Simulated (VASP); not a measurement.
# BN (F-43m) in VASP: a series of runs

Aim: see how the results for BN move with the level of theory and the settings. Levels: BLYP+D3(BJ), BLYP+D4, r2SCAN. Tasks: single point.

Program: VASP 6.6.1. These are calculated values, not measurements. Logs are shortened: lines on timing, memory, paths and dates and some standing lists are left out, and cuts for length are marked.

## (1) The cell of the first run

The structure is cubic, space group F-43m (No. 216). The conventional cell has a = 3.626 Å, b = 3.626 Å, c = 3.626 Å, α = 90.00°, β = 90.00°, γ = 90.00°. Within 2.1 Å of N (site symmetry -43m) lie 4 B at 1.57 Å. B (site symmetry -43m) has 4 N at 1.57 Å within 2.1 Å.

## (2) Single point, BLYP+D3(BJ)

Contents of INCAR:

```
  AGGAC = 1.0
  AGGAX = 1.0
  ALDAC = 0.0
  ALDAX = 1.0
  ALGO = Normal
  EDIFF = 1E-6
  ENCUT = 520
  GGA = B5
  ISIF = 2
  ISMEAR = -1
  IVDW = 12
  LASPH = True
  LCHARG = True
  LELF = True
  LREAL = False
  LVHAR = True
  LWAVE = False
  NBANDS = 11
  NELM = 100
  PREC = Accurate
  SIGMA = 0.15
  VDW_A1 = 0.4298
  VDW_A2 = 4.2359
  VDW_S6 = 1.0
  VDW_S8 = 2.6996
```

Contents of KPOINTS:

```
k-points
0
Gamma
  13 13 13
```

Contents of POSCAR:

```
BN
1.0
    0.0000000000      1.8130010000      1.8130010000
    1.8130010000      0.0000000000      1.8130010000
    1.8130010000      1.8130010000      0.0000000000
N B
1 1
Direct
    0.2500000000      0.2500000000      0.2500000000
    0.0000000000      0.0000000000      0.0000000000
```

Potentials or basis: VASP PAW PBE potentials, release 64 (N, B).

On the command line:

```bash
> cat potpaw_PBE.64/N/POTCAR potpaw_PBE.64/B/POTCAR > POTCAR
> mpirun -np 1 vasp_std > vasp.out
```

OUTCAR:

```text
EDIFF = 1E-6
   ENCUT = 520
   GGA = B5
   ISIF = 2
   ISMEAR = -1
   IVDW = 12
   LASPH = True
   LREAL = False
   NELM = 100
   PREC = Accurate
 IVDW          = 12

 ion  position               nearest neighbor table
   1  0.250  0.250  0.250-   2 1.57   2 1.57   2 1.57   2 1.57
   2  0.000  0.000  0.000-   1 1.57   1 1.57   1 1.57   1 1.57

  LATTYP: Found a face centered cubic cell.
 ALAT       =     3.6260020000

  Lattice vectors:

 A1 = (   0.0000000000,   1.8130010000,   1.8130010000)
 A2 = (   1.8130010000,   0.0000000000,   1.8130010000)
 A3 = (   1.8130010000,   1.8130010000,   0.0000000000)

Analysis of symmetry for initial positions (statically):
=====================================================================
 Subroutine PRICEL returns:
 Original cell was already a primitive cell.

 Routine SETGRP: Setting up the symmetry group for a
 face centered cubic supercell.

 Subroutine GETGRP returns: Found 24 space group operations
 (whereof 24 operations were pure point group operations)
 out of a pool of 48 trial point group operations.

The static configuration has the point symmetry T_d .

Analysis of symmetry for dynamics (positions and initial velocities):
=====================================================================
 Subroutine PRICEL returns:
 Original cell was already a primitive cell.

 Routine SETGRP: Setting up the symmetry group for a
 face centered cubic supercell.

 Subroutine GETGRP returns: Found 24 space group operations
 (whereof 24 operations were pure point group operations)
 out of a pool of 48 trial point group operations.

The dynamic configuration has the point symmetry T_d .

 Subroutine INISYM returns: Found 24 space group operations
 (whereof 24 operations are pure point group operations),
 and found     1 'primitive' translations

----------------------------------------------------------------------------------------

                                     Primitive cell

  volume of cell :      11.9186

  direct lattice vectors                    reciprocal lattice vectors
     0.000000000  1.813001000  1.813001000    -0.275785838  0.275785838  0.275785838
     1.813001000  0.000000000  1.813001000     0.275785838 -0.275785838  0.275785838
     1.813001000  1.813001000  0.000000000     0.275785838  0.275785838 -0.275785838

  length of vectors
     2.563970603  2.563970603  2.563970603     0.477675083  0.477675083  0.477675083

  position of ions in fractional coordinates (direct lattice)
     0.250000000  0.250000000  0.250000000
     0.000000000  0.000000000  0.000000000

  ion indices of the primitive-cell ions
   primitive index   ion index
                 1           1
                 2           2

----------------------------------------------------------------------------------------

 KPOINTS: k-points

Automatic generation of k-mesh.
 Grid dimensions read from file:
 generate k-points for:   13   13   13

 Generating k-lattice:

  Cartesian coordinates                     Fractional coordinates (reciprocal lattice)
    -0.021214295  0.021214295  0.021214295     0.076923077  0.000000000  0.000000000
     0.021214295 -0.021214295  0.021214295     0.000000000  0.076923077  0.000000000
     0.021214295  0.021214295 -0.021214295     0.000000000  0.000000000  0.076923077

  Length of vectors
     0.036744237  0.036744237  0.036744237

  Shift w.r.t. Gamma in fractional coordinates (k-lattice)
     0.000000000  0.000000000  0.000000000

 Subroutine IBZKPT returns following result:
 ===========================================

 Found     84 irreducible k-points:

 Following reciprocal coordinates:
            Coordinates               Weight
  0.000000  0.000000  0.000000      1.000000
  0.076923  0.000000  0.000000      8.000000
  0.153846  0.000000  0.000000      8.000000
  0.230769  0.000000  0.000000      8.000000
  0.307692  0.000000  0.000000      8.000000
  0.384615  0.000000  0.000000      8.000000
[... 16 lines left out ...]
  0.384615  0.153846  0.000000     24.000000
  0.461538  0.153846  0.000000     24.000000
 [... further k-points ...]
   k-points           NKPTS =     84   k-points in BZ     NKDIM =     84   number of bands    NBANDS=     11
   number of dos      NEDOS =    301   number of ions     NIONS =      2
   total plane-waves  NPLWV =   8000
   dimension x,y,z NGX =    20 NGY =   20 NGZ =   20
   dimension x,y,z NGXF=    40 NGYF=   40 NGZF=   40
   ions per type =               1   1
   NGX,Y,Z   is equivalent  to a cutoff of  12.97, 12.97, 12.97 a.u.
   NGXF,Y,Z  is equivalent  to a cutoff of  25.94, 25.94, 25.94 a.u.
 SYSTEM =  unknown system
   PREC   = accura    normal or accurate (medium, high low for compatibility)
   ISTART =      0    job   : 0-new  1-cont  2-samecut
   ICHARG =      2    charge: 1-file 2-atom 10-const
   ISPIN  =      1    spin polarized calculation?
   LNONCOLLINEAR =      F non collinear calculations
   LSORBIT =      F    spin-orbit coupling
   LASPH  =      T    aspherical Exc in radial PAW
   ENCUT  =  520.0 eV  38.22 Ry    6.18 a.u.   4.77  4.77  4.77*2*pi/ulx,y,z
   NELM   =    100;   NELMIN=  2; NELMDL= -5     # of ELM steps
   EDIFF  = 0.1E-05   stopping-criterion for ELM
   LREAL  =      F    real-space projection
   EDIFFG = 0.1E-04   stopping-criterion for IOM
   NSW    =      0    number of steps for IOM
   IBRION =     -1    ionic relax: 0-MD 1-quasi-New 2-CG
   NFREE  =      0    steps in history (QN), initial steepest desc. (CG)
   ISIF   =      2    stress and relaxation
   ISYM   =      2    0-nonsym 1-usesym 2-fastsym
   POTIM  = 0.5000    time-step for ionic-motion
   TEBEG  =    0.0;   TEEND  =   0.0 temperature during run
   PSTRESS=    0.0 pullay stress
   NELECT =       8.0000    total number of electrons
   NUPDOWN=      -1.0000    fix difference up-down
   EMIN   =  10.00;   EMAX   =-10.00  energy-range for DOS
   EFERMI =   0.00;   METHOD = LEGACY
   ISMEAR =    -1;   SIGMA  =   0.15  broadening in eV -4-tet -1-fermi 0-gaus
   EFERMI_NEDOS =   21; number of points for ismear=-14 and -15
   IALGO  =     38    algorithm
   IMIX   =      4    mixing-type and parameters
     AMIX     =   0.40;   BMIX     =  1.00
     AMIX_MAG =   1.60;   BMIX_MAG =  1.00
  volume/ion in A,a.u.               =       5.96        40.22
  Fermi-wavevector in a.u.,A,eV,Ry     =   1.433387  2.708709 27.954506  2.054598
  Thomas-Fermi vector in A             =   2.552911
   LORBIT       =      0    0 simple, 1 ext, 2 COOP (PROOUT), +10 PAW based schemes
   GGA     = B5    functional components
   LHFCALC =     F    Hartree Fock is set to
   AEXX    =    0.0000 exact exchange contribution
   IVDW    =    12    specifies the selected vdW correction
   LEPSILON=     F    determine dielectric tensor
   LRPA    =     F    only Hartree local field effects (RPA)
 non-spin polarized calculation
  energy-cutoff  :      520.00
  volume of cell :       11.92
 maximum number of plane-waves:       331
   NGX =  9   NGY =  9   NGZ =  9

 number of electron       7.9999999 magnetization

 Free energy of the ion-electron system (eV)
  ---------------------------------------------------
  ext. energy  EPLUGINS =         0.00000000
  ---------------------------------------------------
  free energy    TOTEN  =       -16.40641239 eV

  energy without entropy =      -16.40641239  energy(sigma->0) =      -16.40641239

 E-fermi :  10.1318     XC(G=0): -12.0837

 val. band max:        7.6133074346   @ k =   0.0000   0.0000   0.0000
 cond. band min:      12.5501441618   @ k =   0.4615   0.4615   0.0000
 fundamental gap:      4.9368367272
 Fermi energy:        10.1317602306

 k-point     1 :       0.0000    0.0000    0.0000
  band No.  band energies     occupation
      1     -12.2980      2.00000
      2       7.6133      2.00000
      3       7.6133      2.00000
      4       7.6133      2.00000
      5      16.5024      0.00000
      6      16.5024      0.00000
      7      16.5024      0.00000
      8      18.1406      0.00000
      9      32.5404      0.00000
     10      35.5796      0.00000
     11      35.5796      0.00000

 k-point     2 :       0.0769    0.0000    0.0000
  band No.  band energies     occupation
      1     -12.1564      2.00000
      2       6.8565      2.00000
      3       7.4629      2.00000
      4       7.4629      2.00000
      5      16.7021      0.00000
      6      16.7321      0.00000
      7      16.7321      0.00000
      8      18.5850      0.00000
      9      32.4023      0.00000
     10      33.6237      0.00000
     11      33.6237      0.00000

 k-point     3 :       0.1538    0.0000    0.0000
  band No.  band energies     occupation
      1     -11.7365      2.00000
      2       5.0520      2.00000
      3       7.0851      2.00000
      4       7.0851      2.00000
      5      17.0174      0.00000
      6      17.2905      0.00000
      7      17.2905      0.00000
      8      19.7118      0.00000
      9      31.9878      0.00000
     10      32.0941      0.00000
     11      32.0941      0.00000

 k-point     4 :       0.2308    0.0000    0.0000
  band No.  band energies     occupation
      1     -11.0550      2.00000
      2       2.8574      2.00000
      3       6.6263      2.00000
      4       6.6263      2.00000
      5      17.3085      0.00000
      6      17.8853      0.00000
      7      17.8853      0.00000
      8      20.9641      0.00000
      9      31.4813      0.00000
     10      31.4929      0.00000
     11      31.4929      0.00000

 k-point     5 :       0.3077    0.0000    0.0000
  band No.  band energies     occupation
      1     -10.1534      2.00000
      2       0.6555      2.00000
      3       6.2066      2.00000
      4       6.2066      2.00000
      5      17.5662      0.00000
      6      18.2722      0.00000
      7      18.2722      0.00000
      8      21.9829      0.00000
      9      31.1598      0.00000
     10      31.9061      0.00000
     11      31.9061      0.00000
[... 211 lines left out ...]
 k-point    21 :       0.2308    0.1538    0.0000
  band No.  band energies     occupation
      1     -11.0497      2.00000
      2       4.2344      2.00000
      3       5.5663      2.00000
      4       5.9418      2.00000
      5      15.6010      0.00000
      6      19.2167      0.00000
      7      19.4679      0.00000
      8      20.0787      0.00000
      9      26.9112      0.00000
     10      34.1313      0.00000
     11      35.9494      0.00000

 k-point    22 :       0.3077    0.1538    0.0000
  band No.  band energies     occupation
      1     -10.3049      2.00000
      2       2.2401      2.00000
      3       5.1394      2.00000
      4       5.5329      2.00000
      5      15.9749      0.00000
      6      19.5852      0.00000
      7      20.0659      0.00000
      8      20.5813      0.00000
      9      27.2271      0.00000
     10      34.0124      0.00000
     11      35.5606      0.00000

 k-point    23 :       0.3846    0.1538    0.0000
  band No.  band energies     occupation
      1      -9.3753      2.00000
      2       0.2649      2.00000
      3       4.8957      2.00000
      4       4.9783      2.00000
      5      16.3986      0.00000
      6      19.7919      0.00000
      7      20.2819      0.00000
      8      21.2947      0.00000
      9      28.0511      0.00000
     10      33.7620      0.00000
     11      35.8125      0.00000

 k-point    24 :       0.4615    0.1538    0.0000
  band No.  band energies     occupation
      1      -8.4185      2.00000
      2      -1.3952      2.00000
      3       4.4382      2.00000
      4       4.8595      2.00000
      5      16.7331      0.00000
      6      19.8007      0.00000
      7      20.1763      0.00000
      8      22.3709      0.00000
      9      28.6466      0.00000
     10      33.7991      0.00000
     11      35.7925      0.00000

 [... further k-points ...]

------------------------ aborting loop because EDIFF is reached ----------------------------------------

 Edisp (eV)   -0.80726

 E8    (eV) :    -0.4881

  FORCE on cell =-STRESS in cart. coord.  units (eV):
  Direction    XX          YY          ZZ          XY          YZ          ZX
  --------------------------------------------------------------------------------------
  -------------------------------------------------------------------------------------
  Total      -0.32390    -0.32390    -0.32390     0.00000     0.00000     0.00000
  in kB     -43.54023   -43.54023   -43.54023     0.00000     0.00000     0.00000
  external pressure =      -43.54 kB  Pullay stress =        0.00 kB

 VOLUME and BASIS-vectors are now :
 -----------------------------------------------------------------------------
  energy-cutoff  :      520.00
  volume of cell :       11.92
      direct lattice vectors                 reciprocal lattice vectors
     0.000000000  1.813001000  1.813001000    -0.275785838  0.275785838  0.275785838
     1.813001000  0.000000000  1.813001000     0.275785838 -0.275785838  0.275785838
     1.813001000  1.813001000  0.000000000     0.275785838  0.275785838 -0.275785838

 POSITION                                       TOTAL-FORCE (eV/Angst)
 -----------------------------------------------------------------------------------
      0.90650      0.90650      0.90650         0.000000      0.000000      0.000000
      0.00000      0.00000      0.00000        -0.000000     -0.000000     -0.000000
 -----------------------------------------------------------------------------------
    total drift:                                0.000000      0.000000      0.000000

  FREE ENERGIE OF THE ION-ELECTRON SYSTEM (eV)
  ---------------------------------------------------
  free  energy   TOTEN  =       -17.2136674915 eV

  energy  without entropy=      -17.2136674873  energy(sigma->0) =      -17.21366749
```

Wall time 7.7 s (1 thread of Intel Xeon 6975P-C (Granite Rapids), shared host); peak memory 0.13 GiB.

Results:

| Quantity | Value |
| --- | --- |
| Free energy | -17.2137 eV |
| Pressure | -4.4 GPa |
| Band gap on the k mesh | 4.94 eV, indirect (least direct gap 8.89 eV) |
| Dispersion energy per atom | -0.404 eV |

Caveat: the PAW data sets were made with another functional, which shifts forces and pressure a little.

## (3) Single point, BLYP+D4, non-collinear spin, typed start (volume scaled by 0.8)

Contents of INCAR:

```
AGGAC    = 1.0          
AGGAX    = 1.0          
ALDAC    = 0.0          
ALDAX    = 1.0          
ALGO     = Normal         # electronic algorithm
EDIFF    = 1E-6           # SCF threshold, eV
ENCUT    = 520            # plane-wave cutoff, eV
GGA      = B5             # functional
ISIF     = 2              # what is computed and relaxed
ISMEAR   = 1              # smearing method
IVDW     = 13             # dispersion correction
LASPH    = T              # aspherical terms in the spheres
LCHARG   = F              # write CHGCAR
LNONCOLLINEAR= T              # non-collinear magnetism
LORBIT   = 11             # projections on sites
LREAL    = F              # projectors in reciprocal space
LWAVE    = F              # write WAVECAR
MAGMOM   = 0.364 0.004 0.265 0 0 0 # initial moments
NBANDS   = 20             # bands
NELM     = 150            # most SCF steps
PREC     = Accurate       # precision mode
SIGMA    = 0.1            # smearing width, eV
VDW_A1   = 0.44488865   
VDW_A2   = 4.0933009    
VDW_S6   = 1.0          
VDW_S8   = 2.34076671
```

KPOINTS is that of step 2.

Contents of POSCAR:

```
BN
1.0
    0.0000000000      1.6830410394      1.6830410394
    1.6830410394      0.0000000000      1.6830410394
    1.6830410394      1.6830410394      0.0000000000
N B
1 1
Direct
    0.2500000000      0.2500000000      0.2500000000
    0.0000000000      0.0000000000      0.0000000000
```

Potentials or basis: VASP PAW PBE potentials, release 64 (N, B).

On the command line:

```bash
> cat potpaw_PBE.64/N/POTCAR potpaw_PBE.64/B/POTCAR > POTCAR
> mpirun -np 1 vasp_ncl > vasp.out
```

Wall time 6.3 min (1 thread of Intel Xeon 6975P-C (Granite Rapids), shared host); peak memory 0.63 GiB.

Results (log left out):

```yaml
Free_energy: -16.5984 eV
Pressure: 116.8 GPa
Band_gap_on_the_k_mesh: 5.24 eV, indirect (least direct gap 10.01 eV)
Net_moment: 0.00 μB per cell
Valence_electrons_inside_the_program's_atomic_spheres: N 4.26; B 2.45
Dispersion_energy_per_atom: -0.543 eV
```

Levels at points of the mesh, in eV from the valence-band top:
| k point | band 4 | band 5 | band 6 | band 7 | band 8 | band 9 | band 10 | band 11 | band 12 | band 13 |
| --- | --- | --- | --- | --- | --- | --- | --- | --- | --- | --- |
| (0.00, 0.00, 0.00) | 0.00 | 0.00 | 0.00 | 0.00 | 0.00 | 10.01 | 10.01 | 10.01 | 10.01 | 10.01 |

Moments on the atoms (μB; x, y, z):
```
N   0.00 0.00 0.00
B   0.00 0.00 0.00
```

Caveat: the PAW data sets were made with another functional, which shifts forces and pressure a little.

(Part 1 of 2 ends here.)
